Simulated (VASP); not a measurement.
Input of a VASP 6.6.1 run:

Contents of INCAR:

```
PREC = Accurate
ENCUT = 520
EDIFF = 1E-6
ISMEAR = -1
SIGMA = 0.06122561905347299
LREAL = False
LASPH = True
NELM = 80
ALGO = Normal
ISIF = 2
LWAVE = False
LCHARG = False
GGA = PE
NBANDS = 16
```

KPOINTS

```
regular mesh
0
Gamma
  17 17 17
```

File POSCAR:

```
Ir
1.0
    0.0000000000      2.8401405819      2.8401405819
    2.8401405819      0.0000000000      2.8401405819
    2.8401405819      2.8401405819      0.0000000000
Ir
2
Direct
    0.0000000000      0.0000000000      0.0000000000
    0.2500000000      0.2500000000      0.2500000000
```

Potentials or basis: VASP PAW PBE potentials, release 64 (Ir).

Command:

```console
$ cat potpaw_PBE.64/Ir/POTCAR > POTCAR
$ mpirun -np 1 vasp_std > vasp.out
```

Question: Predict the pressure.

Answer: -9.6 GPa.

Question: Estimate the band gap on the k mesh.

Answer: Zero (bands 9 and 10 overlap by 1.46 eV).

Caveat: the cell stands under tension; spin-orbit coupling is left out, which moves the levels of the heavy elements.
